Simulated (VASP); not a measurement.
# Se (Im-3m) in VASP: notebook, part 2 of 2

VASP 6.6.1. The steps go on from the part before.

## Step 3: Relaxation of cell and atoms, PBEsol

This run uses another cell than the first one, of 21.81 Å³/atom, 1.133 times its volume.

The input, INCAR:

```
SYSTEM = Se
PREC = Accurate ; ENCUT = 600
EDIFF = 1E-7 ; ISMEAR = -1
SIGMA = 0.1 ; LREAL = .False.
LASPH = .True. ; NELM = 80
ALGO = Normal ; ISIF = 3
LWAVE = .False. ; LCHARG = .False.
GGA = PS ; IBRION = 2
NSW = 80 ; EDIFFG = -0.01
```

The input, KPOINTS:

```
Automatic mesh
0
Gamma
  13 13 13
  0 0 0
```

The input, POSCAR:

```
Se
1.0
   -1.7600399104      1.7600399104      1.7600399104
    1.7600399104     -1.7600399104      1.7600399104
    1.7600399104      1.7600399104     -1.7600399104
Se
1
Direct
    0.0000000000      0.0000000000      0.0000000000
```

Potentials or basis: VASP PAW PBE potentials, release 64 (Se).

The run is started by

```
> cat potpaw_PBE.64/Se/POTCAR > POTCAR
> mpirun -np 1 vasp_std > vasp.out
```

OUTCAR:

```text
SYSTEM = Se
   PREC = Accurate
   ENCUT = 600
   EDIFF = 1E-7
   ISMEAR = -1
   LREAL = .False.
   LASPH = .True.
   NELM = 80
   ISIF = 3
   GGA = PS
   IBRION = 2
   NSW = 80
   EDIFFG = -0.01

 ion  position               nearest neighbor table
   1  0.000  0.000  0.000-

  LATTYP: Found a body centered cubic cell.
 ALAT       =     3.5200798208

  Lattice vectors:

 A1 = (  -1.7600399104,   1.7600399104,   1.7600399104)
 A2 = (   1.7600399104,  -1.7600399104,   1.7600399104)
 A3 = (   1.7600399104,   1.7600399104,  -1.7600399104)

Analysis of symmetry for initial positions (statically):
=====================================================================
 Subroutine PRICEL returns:
 Original cell was already a primitive cell.

 Routine SETGRP: Setting up the symmetry group for a
 body centered cubic supercell.

 Subroutine GETGRP returns: Found 48 space group operations
 (whereof 48 operations were pure point group operations)
 out of a pool of 48 trial point group operations.

The static configuration has the point symmetry O_h .

Analysis of symmetry for dynamics (positions and initial velocities):
=====================================================================
 Subroutine PRICEL returns:
 Original cell was already a primitive cell.

 Routine SETGRP: Setting up the symmetry group for a
 body centered cubic supercell.

 Subroutine GETGRP returns: Found 48 space group operations
 (whereof 48 operations were pure point group operations)
 out of a pool of 48 trial point group operations.

The dynamic configuration has the point symmetry O_h .

 Subroutine INISYM returns: Found 48 space group operations
 (whereof 48 operations are pure point group operations),
 and found     1 'primitive' translations

----------------------------------------------------------------------------------------

                                     Primitive cell

  volume of cell :      21.8086

  direct lattice vectors                    reciprocal lattice vectors
    -1.760039910  1.760039910  1.760039910     0.000000000  0.284084467  0.284084467
     1.760039910 -1.760039910  1.760039910     0.284084467  0.000000000  0.284084467
     1.760039910  1.760039910 -1.760039910     0.284084467  0.284084467  0.000000000

  length of vectors
     3.048478548  3.048478548  3.048478548     0.401756106  0.401756106  0.401756106

  position of ions in fractional coordinates (direct lattice)
     0.000000000  0.000000000  0.000000000

  ion indices of the primitive-cell ions
   primitive index   ion index
                 1           1

----------------------------------------------------------------------------------------

 KPOINTS: Automatic mesh

Automatic generation of k-mesh.
 Grid dimensions read from file:
 generate k-points for:   13   13   13

 Generating k-lattice:

  Cartesian coordinates                     Fractional coordinates (reciprocal lattice)
     0.000000000  0.021852651  0.021852651     0.076923077  0.000000000  0.000000000
     0.021852651  0.000000000  0.021852651     0.000000000  0.076923077  0.000000000
     0.021852651  0.021852651  0.000000000     0.000000000  0.000000000  0.076923077

  Length of vectors
     0.030904316  0.030904316  0.030904316

  Shift w.r.t. Gamma in fractional coordinates (k-lattice)
     0.000000000  0.000000000  0.000000000

 Subroutine IBZKPT returns following result:
 ===========================================

 Found     84 irreducible k-points:

 Following reciprocal coordinates:
            Coordinates               Weight
  0.000000  0.000000  0.000000      1.000000
  0.076923  0.000000  0.000000     12.000000
  0.153846  0.000000  0.000000     12.000000
  0.230769  0.000000  0.000000     12.000000
  0.307692  0.000000  0.000000     12.000000
  0.384615  0.000000  0.000000     12.000000
[... 16 lines left out ...]
  0.153846  0.076923  0.076923     24.000000
  0.230769  0.076923  0.076923     24.000000
 [... further k-points ...]
   k-points           NKPTS =     84   k-points in BZ     NKDIM =     84   number of bands    NBANDS=      7
   number of dos      NEDOS =    301   number of ions     NIONS =      1
   total plane-waves  NPLWV =  13824
   dimension x,y,z NGX =    24 NGY =   24 NGZ =   24
   dimension x,y,z NGXF=    48 NGYF=   48 NGZF=   48
   ions per type =               1
   NGX,Y,Z   is equivalent  to a cutoff of  13.09, 13.09, 13.09 a.u.
   NGXF,Y,Z  is equivalent  to a cutoff of  26.18, 26.18, 26.18 a.u.
 SYSTEM =  Se
   PREC   = accura    normal or accurate (medium, high low for compatibility)
   ISTART =      0    job   : 0-new  1-cont  2-samecut
   ICHARG =      2    charge: 1-file 2-atom 10-const
   ISPIN  =      1    spin polarized calculation?
   LNONCOLLINEAR =      F non collinear calculations
   LSORBIT =      F    spin-orbit coupling
   LASPH  =      T    aspherical Exc in radial PAW
   ENCUT  =  600.0 eV  44.10 Ry    6.64 a.u.   6.09  6.09  6.09*2*pi/ulx,y,z
   NELM   =     80;   NELMIN=  2; NELMDL= -5     # of ELM steps
   EDIFF  = 0.1E-06   stopping-criterion for ELM
   LREAL  =      F    real-space projection
   EDIFFG = -.1E-01   stopping-criterion for IOM
   NSW    =     80    number of steps for IOM
   IBRION =      2    ionic relax: 0-MD 1-quasi-New 2-CG
   NFREE  =      1    steps in history (QN), initial steepest desc. (CG)
   ISIF   =      3    stress and relaxation
   ISYM   =      2    0-nonsym 1-usesym 2-fastsym
   POTIM  = 0.5000    time-step for ionic-motion
   TEBEG  =    0.0;   TEEND  =   0.0 temperature during run
   PSTRESS=    0.0 pullay stress
   NELECT =       6.0000    total number of electrons
   NUPDOWN=      -1.0000    fix difference up-down
   EMIN   =  10.00;   EMAX   =-10.00  energy-range for DOS
   EFERMI =   0.00;   METHOD = LEGACY
   ISMEAR =    -1;   SIGMA  =   0.10  broadening in eV -4-tet -1-fermi 0-gaus
   EFERMI_NEDOS =   21; number of points for ismear=-14 and -15
   IALGO  =     38    algorithm
   IMIX   =      4    mixing-type and parameters
     AMIX     =   0.40;   BMIX     =  1.00
     AMIX_MAG =   1.60;   BMIX_MAG =  1.00
  volume/ion in A,a.u.               =      21.81       147.17
  Fermi-wavevector in a.u.,A,eV,Ry     =   1.064754  2.012094 15.424948  1.133702
  Thomas-Fermi vector in A             =   2.200283
   LORBIT       =      0    0 simple, 1 ext, 2 COOP (PROOUT), +10 PAW based schemes
   GGA     = PS    functional components
   LHFCALC =     F    Hartree Fock is set to
   AEXX    =    0.0000 exact exchange contribution
   IVDW    =     0    specifies the selected vdW correction
   LEPSILON=     F    determine dielectric tensor
   LRPA    =     F    only Hartree local field effects (RPA)
 conjugate gradient relaxation of ions
 non-spin polarized calculation
  energy-cutoff  :      600.00
  volume of cell :       21.81
 maximum number of plane-waves:       739
   NGX = 13   NGY = 13   NGZ = 13

--------------------------------------- Ionic step        1  -------------------------------------------

 number of electron       6.0000001 magnetization

 Free energy of the ion-electron system (eV)
  ---------------------------------------------------
  ext. energy  EPLUGINS =         0.00000000
  ---------------------------------------------------
  free energy    TOTEN  =        -3.34077155 eV

  energy without entropy =       -3.31673459  energy(sigma->0) =       -3.32875307

 E-fermi :   4.5818     XC(G=0): -10.4079

 val. band max:        4.5799613687   @ k =   0.4615   0.0000   0.0000
 cond. band min:       4.6202934873   @ k =  -0.2308   0.3077   0.0769
 fundamental gap:      0.0403321186
 Fermi energy:         4.5818143785

 k-point     1 :       0.0000    0.0000    0.0000
  band No.  band energies     occupation
      1     -10.9779      2.00000
      2       7.1931      0.00000
      3       7.1931      0.00000
      4       7.1931      0.00000
      5      14.6691      0.00000
      6      16.7859      0.00000
      7      16.7859      0.00000
[... 297 lines left out ...]
  energy  without entropy=       -3.3858311859  energy(sigma->0) =       -3.39535938

--------------------------------------- Ionic step        3  -------------------------------------------

 number of electron       6.0000001 magnetization

 Free energy of the ion-electron system (eV)
  ---------------------------------------------------
  ext. energy  EPLUGINS =         0.00000000
  ---------------------------------------------------
  free energy    TOTEN  =        -3.41316603 eV

  energy without entropy =       -3.39318552  energy(sigma->0) =       -3.40317577

 E-fermi :   6.0826     XC(G=0): -10.9697

 val. band max:        6.0221215339   @ k =   0.2308   0.0769   0.0769
 cond. band min:       6.0876573632   @ k =  -0.3846   0.3846   0.0769
 fundamental gap:      0.0655358293
 Fermi energy:         6.0826263338

 k-point     1 :       0.0000    0.0000    0.0000
  band No.  band energies     occupation
      1     -10.5628      2.00000
      2       9.3335      0.00000
      3       9.3335      0.00000
      4       9.3335      0.00000
      5      17.8297      0.00000
      6      18.5895      0.00000
      7      18.5895      0.00000
[... 258 lines left out ...]
  FREE ENERGIE OF THE ION-ELECTRON SYSTEM (eV)
  ---------------------------------------------------
  free  energy   TOTEN  =        -3.4131660328 eV

  energy  without entropy=       -3.3931855167  energy(sigma->0) =       -3.40317577

 reached required accuracy - stopping structural energy minimisation
```

CONTCAR:

```text
Se
   1.00000000000000
    -1.6885092577791392    1.6885092577791392    1.6885092577791392
     1.6885092577791392   -1.6885092577791392    1.6885092577791392
     1.6885092577791392    1.6885092577791392   -1.6885092577791392
  Se
     1
Direct
     0.0000000000000000    0.0000000000000000    0.0000000000000000

  0.00000000E+00  0.00000000E+00  0.00000000E+00
```

Run time: 40 s. Hardware: 1 thread of AMD EPYC 7R13, shared host; peak memory 0.12 GiB.

Results:

| Quantity | Value |
| --- | --- |
| Free energy | -3.4132 eV |
| Relaxed volume | 19.26 Å³/atom |
| Relaxed cell | a = 2.925 Å, b = 2.925 Å, c = 2.925 Å, α = 109.47°, β = 109.47°, γ = 109.47° |
| Space group after relaxing (to 0.05 Å) | Im-3m (No. 229) |
| Energy gained by relaxing | 72.4 meV/atom |
| Ionic steps | 3 |
| Pressure after relaxing | 0.0 GPa |
| Band gap on the k mesh | zero (band 3 reaches 9.33 eV, above the bottom of band 4 at 2.51 eV) |

Step by step:
| step | energy change (eV) | largest force (eV/Å) | pressure (GPa) | volume (Å³) |
| --- | --- | --- | --- | --- |
| 1 | 0.0000 | 0.0000 | -8.07 | 21.81 |
| 2 | -0.0641 | 0.0000 | 3.73 | 18.52 |
| 3 | -0.0724 | 0.0000 | 0.02 | 19.26 |

Final structure:
```
Se
1.0
    -1.68851    1.68851    1.68851
     1.68851   -1.68851    1.68851
     1.68851    1.68851   -1.68851
Se
1
Direct
  0.00000 0.00000 0.00000
```

Levels at points of the mesh, in eV from the Fermi level:
```tsv
k point	band 1	band 2	band 3	band 4	band 5	band 6	band 7
(0.00, 0.00, 0.00)	-16.65	3.25	3.25	3.25	11.75	12.51	12.51
```

Caveat: the PAW data sets were made with another functional, which shifts forces and pressure a little.
